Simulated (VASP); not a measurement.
# Cd (I4/mmm) in VASP: notebook

Cd is run at these levels: PBE; tasks: single point.

Program: VASP 6.6.1. These are calculated values, not measurements. Logs are shortened: lines on timing, memory, paths and dates and some standing lists are left out, and cuts for length are marked.

## (1) The cell of the first run

Symmetry: I4/mmm, No. 139, tetragonal system. Conventional cell: a = 3.060 Å, b = 3.060 Å, c = 4.508 Å, α = 90.00°, β = 90.00°, γ = 90.00°. Within 4.0 Å of Cd (site symmetry 4/mmm) lie 12 Cd at 3.06 to 3.12 Å.

## (2) Single point, PBE (normal strain along x -0.0400, normal strain along y -0.0400)

INCAR

```
SYSTEM = Cd
  PREC = Accurate
  ENCUT = 520
  EDIFF = 1E-6
  ISMEAR = 0
  SIGMA = 0.15
  LREAL = .False.
  LASPH = .True.
  NELM = 80
  ALGO = Normal
  ISIF = 2
  LWAVE = .False.
  LCHARG = .False.
  GGA = PE
  NBANDS = 12
```

KPOINTS

```
Automatic mesh
0
Gamma
  18 18 18
  0 0 0
```

POSCAR

```
Cd
1.0
    0.0000000000      2.1639873562      2.2541534960
    2.1639873562      0.0000000000      2.2541534960
    2.1639873562      2.1639873562      0.0000000000
Cd
1
Direct
    0.0000000000      0.0000000000      0.0000000000
```

Potentials or basis: VASP PAW PBE potentials, release 64 (Cd).

On the command line:

```sh
> cat potpaw_PBE.64/Cd/POTCAR > POTCAR
> mpirun -np 1 vasp_std > vasp.out
```

OUTCAR:

```text
SYSTEM = Cd
   PREC = Accurate
   ENCUT = 520
   EDIFF = 1E-6
   ISMEAR = 0
   LREAL = .False.
   LASPH = .True.
   NELM = 80
   ISIF = 2
   GGA = PE

 ion  position               nearest neighbor table
   1  0.000  0.000  0.000-

  LATTYP: Found a body centered tetragonal cell.
 ALAT       =     3.0603402679
 C/A-ratio  =     1.4731391274

  Lattice vectors:

 A1 = (  -2.1639873562,   0.0000000000,   2.2541534960)
 A2 = (   2.1639873562,   0.0000000000,   2.2541534960)
 A3 = (   0.0000000000,   2.1639873562,  -2.2541534960)

Analysis of symmetry for initial positions (statically):
=====================================================================
 Subroutine PRICEL returns:
 Original cell was already a primitive cell.

 Routine SETGRP: Setting up the symmetry group for a
 body centered tetragonal supercell.

 Subroutine GETGRP returns: Found 16 space group operations
 (whereof 16 operations were pure point group operations)
 out of a pool of 16 trial point group operations.

The static configuration has the point symmetry D_4h.

Analysis of symmetry for dynamics (positions and initial velocities):
=====================================================================
 Subroutine PRICEL returns:
 Original cell was already a primitive cell.

 Routine SETGRP: Setting up the symmetry group for a
 body centered tetragonal supercell.

 Subroutine GETGRP returns: Found 16 space group operations
 (whereof 16 operations were pure point group operations)
 out of a pool of 16 trial point group operations.

The dynamic configuration has the point symmetry D_4h.

 Subroutine INISYM returns: Found 16 space group operations
 (whereof 16 operations are pure point group operations),
 and found     1 'primitive' translations

----------------------------------------------------------------------------------------

                                     Primitive cell

  volume of cell :      21.1117

  direct lattice vectors                    reciprocal lattice vectors
     0.000000000  2.163987356  2.254153496    -0.231054954  0.231054954  0.221812756
     2.163987356  0.000000000  2.254153496     0.231054954 -0.231054954  0.221812756
     2.163987356  2.163987356  0.000000000     0.231054954  0.231054954 -0.221812756

  length of vectors
     3.124747872  3.124747872  3.060340268     0.394935036  0.394935036  0.394935036

  position of ions in fractional coordinates (direct lattice)
     0.000000000  0.000000000  0.000000000

  ion indices of the primitive-cell ions
   primitive index   ion index
                 1           1

----------------------------------------------------------------------------------------

 KPOINTS: Automatic mesh

Automatic generation of k-mesh.
 Grid dimensions read from file:
 generate k-points for:   18   18   18

 Generating k-lattice:

  Cartesian coordinates                     Fractional coordinates (reciprocal lattice)
    -0.012836386  0.012836386  0.012322931     0.055555556  0.000000000  0.000000000
     0.012836386 -0.012836386  0.012322931     0.000000000  0.055555556  0.000000000
     0.012836386  0.012836386 -0.012322931     0.000000000  0.000000000  0.055555556

  Length of vectors
     0.021940835  0.021940835  0.021940835

  Shift w.r.t. Gamma in fractional coordinates (k-lattice)
     0.000000000  0.000000000  0.000000000

 Subroutine IBZKPT returns following result:
 ===========================================

 Found    480 irreducible k-points:

 Following reciprocal coordinates:
            Coordinates               Weight
  0.000000  0.000000  0.000000      1.000000
  0.055556 -0.000000  0.000000      8.000000
  0.111111 -0.000000  0.000000      8.000000
  0.166667  0.000000  0.000000      8.000000
  0.222222 -0.000000  0.000000      8.000000
  0.277778  0.000000  0.000000      8.000000
[... 16 lines left out ...]
 -0.277778  0.055556  0.000000      8.000000
 -0.222222  0.055556  0.000000      8.000000
 [... further k-points ...]
   k-points           NKPTS =    480   k-points in BZ     NKDIM =    480   number of bands    NBANDS=     12
   number of dos      NEDOS =    301   number of ions     NIONS =      1
   total plane-waves  NPLWV =  13824
   dimension x,y,z NGX =    24 NGY =   24 NGZ =   24
   dimension x,y,z NGXF=    48 NGYF=   48 NGZF=   48
   ions per type =               1
   NGX,Y,Z   is equivalent  to a cutoff of  12.77, 12.77, 13.04 a.u.
   NGXF,Y,Z  is equivalent  to a cutoff of  25.54, 25.54, 26.07 a.u.
 SYSTEM =  Cd
   PREC   = accura    normal or accurate (medium, high low for compatibility)
   ISTART =      0    job   : 0-new  1-cont  2-samecut
   ICHARG =      2    charge: 1-file 2-atom 10-const
   ISPIN  =      1    spin polarized calculation?
   LNONCOLLINEAR =      F non collinear calculations
   LSORBIT =      F    spin-orbit coupling
   LASPH  =      T    aspherical Exc in radial PAW
   ENCUT  =  520.0 eV  38.22 Ry    6.18 a.u.   5.81  5.81  5.69*2*pi/ulx,y,z
   NELM   =     80;   NELMIN=  2; NELMDL= -5     # of ELM steps
   EDIFF  = 0.1E-05   stopping-criterion for ELM
   LREAL  =      F    real-space projection
   EDIFFG = 0.1E-04   stopping-criterion for IOM
   NSW    =      0    number of steps for IOM
   IBRION =     -1    ionic relax: 0-MD 1-quasi-New 2-CG
   NFREE  =      0    steps in history (QN), initial steepest desc. (CG)
   ISIF   =      2    stress and relaxation
   ISYM   =      2    0-nonsym 1-usesym 2-fastsym
   POTIM  = 0.5000    time-step for ionic-motion
   TEBEG  =    0.0;   TEEND  =   0.0 temperature during run
   PSTRESS=    0.0 pullay stress
   NELECT =      12.0000    total number of electrons
   NUPDOWN=      -1.0000    fix difference up-down
   EMIN   =  10.00;   EMAX   =-10.00  energy-range for DOS
   EFERMI =   0.00;   METHOD = LEGACY
   ISMEAR =     0;   SIGMA  =   0.15  broadening in eV -4-tet -1-fermi 0-gaus
   EFERMI_NEDOS =   21; number of points for ismear=-14 and -15
   IALGO  =     38    algorithm
   IMIX   =      4    mixing-type and parameters
     AMIX     =   0.40;   BMIX     =  1.00
     AMIX_MAG =   1.60;   BMIX_MAG =  1.00
  volume/ion in A,a.u.               =      21.11       142.47
  Fermi-wavevector in a.u.,A,eV,Ry     =   1.356108  2.562673 25.021507  1.839029
  Thomas-Fermi vector in A             =   2.483139
   LORBIT       =      0    0 simple, 1 ext, 2 COOP (PROOUT), +10 PAW based schemes
   GGA     = PE    functional components
   LHFCALC =     F    Hartree Fock is set to
   AEXX    =    0.0000 exact exchange contribution
   IVDW    =     0    specifies the selected vdW correction
   LEPSILON=     F    determine dielectric tensor
   LRPA    =     F    only Hartree local field effects (RPA)
 non-spin polarized calculation
 Gauss-broadening in eV      SIGMA  =   0.15
  energy-cutoff  :      520.00
  volume of cell :       21.11
 maximum number of plane-waves:       580
   NGX = 11   NGY = 11   NGZ = 11

 number of electron      12.0000003 magnetization

 Free energy of the ion-electron system (eV)
  ---------------------------------------------------
  ext. energy  EPLUGINS =         0.00000000
  ---------------------------------------------------
  free energy    TOTEN  =        -0.71519584 eV

  energy without entropy =       -0.71102383  energy(sigma->0) =       -0.71310984

 E-fermi :   3.0630     XC(G=0): -11.1643

 val. band max:        3.0628592261   @ k =  -0.3889   0.0556   0.3333
 cond. band min:       3.0718753898   @ k =  -0.3333   0.3889   0.1667
 fundamental gap:      0.0090161637
 Fermi energy:         3.0629957392

 k-point     1 :       0.0000    0.0000    0.0000
  band No.  band energies     occupation
      1      -6.2439      2.00000
      2      -6.0968      2.00000
      3      -6.0968      2.00000
      4      -5.9561      2.00000
      5      -5.7284      2.00000
      6      -5.5954      2.00000
      7      17.1223      0.00000
      8      18.3792      0.00000
      9      18.3792      0.00000
     10      18.4018      0.00000
     11      21.7646      0.00000
     12      21.7646      0.00000

 k-point     2 :       0.0556   -0.0000    0.0000
  band No.  band energies     occupation
      1      -6.2366      2.00000
      2      -6.1009      2.00000
      3      -6.0831      2.00000
      4      -5.8716      2.00000
      5      -5.7299      2.00000
      6      -5.6008      2.00000
      7      16.7257      0.00000
      8      17.6148      0.00000
      9      18.2487      0.00000
     10      18.2646      0.00000
     11      21.9823      0.00000
     12      22.0443      0.00000

 k-point     3 :       0.1111   -0.0000    0.0000
  band No.  band energies     occupation
      1      -6.2395      2.00000
      2      -6.1071      2.00000
      3      -6.0471      2.00000
      4      -5.7304      2.00000
      5      -5.6128      2.00000
      6      -5.6021      2.00000
      7      14.8692      0.00000
      8      17.3940      0.00000
      9      17.9081      0.00000
     10      17.9886      0.00000
     11      21.8313      0.00000
     12      22.5476      0.00000
[... 286 lines left out ...]
 k-point    23 :      -0.2778    0.0556    0.0000
  band No.  band energies     occupation
      1      -6.4765      2.00000
      2      -6.1250      2.00000
      3      -5.9854      2.00000
      4      -5.5588      2.00000
      5      -5.4895      2.00000
      6      -3.2770      2.00000
      7       7.7919      0.00000
      8      14.3755      0.00000
      9      17.6082      0.00000
     10      17.9468      0.00000
     11      20.8386      0.00000
     12      20.9741      0.00000

 k-point    24 :      -0.2222    0.0556    0.0000
  band No.  band energies     occupation
      1      -6.3811      2.00000
      2      -6.1041      2.00000
      3      -5.9655      2.00000
      4      -5.6375      2.00000
      5      -5.5927      2.00000
      6      -4.1458      2.00000
      7       9.8349      0.00000
      8      14.7172      0.00000
      9      17.9873      0.00000
     10      18.4100      0.00000
     11      20.9920      0.00000
     12      21.4939      0.00000

 [... further k-points ...]
[... 5 lines left out ...]
  --------------------------------------------------------------------------------------
  -------------------------------------------------------------------------------------
  Total        0.6849629      0.6849629      0.4350101      0.0000000      0.0000000      0.0000000
  in kB       51.9822034     51.9822034     33.0131516      0.0000000      0.0000000      0.0000000
  external PRESSURE =      45.6591861 kB  Pullay stress =       0.0000000 kB

 VOLUME and BASIS-vectors are now :
 -----------------------------------------------------------------------------
  energy-cutoff  :      520.00
  volume of cell :       21.11
      direct lattice vectors                 reciprocal lattice vectors
     0.000000000  2.163987356  2.254153496    -0.231054954  0.231054954  0.221812756
     2.163987356  0.000000000  2.254153496     0.231054954 -0.231054954  0.221812756
     2.163987356  2.163987356  0.000000000     0.231054954  0.231054954 -0.221812756

 POSITION                                       TOTAL-FORCE (eV/Angst)
 -----------------------------------------------------------------------------------
      0.00000      0.00000      0.00000         0.000000     -0.000000     -0.000000
 -----------------------------------------------------------------------------------
    total drift:                               -0.000000      0.000000      0.000000

  FREE ENERGIE OF THE ION-ELECTRON SYSTEM (eV)
  ---------------------------------------------------
  free  energy   TOTEN  =        -0.7151958423 eV

  energy  without entropy=       -0.7110238329  energy(sigma->0) =       -0.71310984
```

It took 23 s on 1 thread of Intel Xeon 6975P-C (Granite Rapids), shared host; peak memory 0.23 GiB.

Results:

```
Free energy            : -0.7152 eV
Pressure               : 4.6 GPa
Band gap on the k mesh : zero (bands 6 and 7 overlap by 3.07 eV)
```

Caveat: the cell differs from its parent crystal (normal strain along x -0.0400, normal strain along y -0.0400); the cell stands under pressure.

## (3) Single point, PBE (normal strain along x -0.0267, normal strain along y -0.0267)

INCAR

```
PREC     = Accurate       # precision mode
ENCUT    = 520            # plane-wave cutoff, eV
EDIFF    = 1E-6           # SCF threshold, eV
ISMEAR   = 0              # smearing method
SIGMA    = 0.15           # smearing width, eV
LREAL    = False          # projectors in reciprocal space
LASPH    = True           # aspherical terms in the spheres
NELM     = 80             # most SCF steps
ALGO     = Normal         # electronic algorithm
ISIF     = 2              # what is computed and relaxed
LWAVE    = False          # write WAVECAR
LCHARG   = False          # write CHGCAR
GGA      = PE             # functional
NBANDS   = 12             # bands
```

KPOINTS

```
Automatic mesh
0
Gamma
  18 18 18
```

POSCAR

```
Cd
1.0
    0.0000000000      2.1939675977      2.2541534960
    2.1939675977      0.0000000000      2.2541534960
    2.1939675977      2.1939675977      0.0000000000
Cd
1
Direct
    0.0000000000      0.0000000000      0.0000000000
```

Potentials or basis: VASP PAW PBE potentials, release 64 (Cd).

On the command line:

```sh
> cat potpaw_PBE.64/Cd/POTCAR > POTCAR
> mpirun -np 1 vasp_std > vasp.out
```

It took 23 s on 1 thread of Intel Xeon 6975P-C (Granite Rapids), shared host; peak memory 0.23 GiB.

It converged, with:

* Free energy: -0.7304 eV
* Pressure: 2.8 GPa
* Band gap on the k mesh: zero (bands 6 and 7 overlap by 3.02 eV)

Stress tensor (GPa, compression positive):
```
3.14 0.00 0.00
0.00 3.14 0.00
0.00 0.00 2.13
```

Levels at points of the mesh, in eV from the Fermi level:
```tsv
k point	band 2	band 3	band 4	band 5	band 6	band 7	band 8	band 9	band 10	band 11
(0.00, 0.00, 0.00)	-9.08	-9.08	-8.79	-8.69	-8.61	13.97	15.05	15.05	15.08	18.41
(0.50, 0.00, 0.00)	-9.15	-9.07	-8.29	-8.26	-2.30	-1.27	12.18	12.96	13.23	16.19
(0.50, 0.50, 0.00)	-9.69	-8.30	-8.18	-8.18	-1.01	1.07	7.15	7.15	11.40	11.53
(0.50, 0.00, 0.50)	-9.69	-8.30	-8.21	-8.15	-0.65	1.64	6.67	6.76	11.01	11.05
```

Caveat: the cell differs from its parent crystal (normal strain along x -0.0267, normal strain along y -0.0267).

## (4) Single point, PBE (normal strain along x -0.0133, normal strain along y -0.0133)

INCAR

```
PREC = Accurate
ENCUT = 520
EDIFF = 1E-6
ISMEAR = 0
SIGMA = 0.15
LREAL = False
LASPH = True
NELM = 60
ALGO = Normal
ISIF = 2
LWAVE = False
LCHARG = True
GGA = PE
LELF = True
LVHAR = True
NBANDS = 12
```

KPOINTS

```
regular mesh
0
Gamma
  18 18 18
```

POSCAR

```
Cd
1.0
    0.0000000000      2.2241732545      2.2541534960
    2.2241732545      0.0000000000      2.2541534960
    2.2241732545      2.2241732545      0.0000000000
Cd
1
Direct
    0.0000000000      0.0000000000      0.0000000000
```

On the command line:

```sh
> cat potpaw_PBE.64/Cd/POTCAR > POTCAR
> mpirun -np 1 vasp_std > vasp.out
```

Wall time 25 s (1 thread of Intel Xeon 6975P-C (Granite Rapids), shared host); peak memory 0.24 GiB.

The run converged. Its results:

```
Free energy            : -0.7390 eV
Pressure               : 1.3 GPa
Band gap on the k mesh : zero (bands 6 and 7 overlap by 2.98 eV)
```

Stress tensor (GPa, compression positive):
```
1.47 0.00 0.00
0.00 1.47 0.00
0.00 0.00 1.03
```

Levels at points of the mesh, in eV from the Fermi level:
```
           k point  band 3  band 4  band 5  band 6  band 7  band 8  band 9  band 10
(0.00, 0.00, 0.00)   -9.01   -8.62   -8.58   -8.58   13.87   14.79   14.79    14.80
(0.50, 0.00, 0.00)   -9.01   -8.25   -8.23   -2.18   -1.30   12.21   12.56    13.03
(0.50, 0.50, 0.00)   -8.26   -8.15   -8.15   -0.81    1.17    6.91    6.91    11.08
(0.50, 0.00, 0.50)   -8.26   -8.16   -8.13   -0.64    1.45    6.68    6.73    10.89
```

Caveat: the cell differs from its parent crystal (normal strain along x -0.0133, normal strain along y -0.0133).

[end of part 1 of 2]
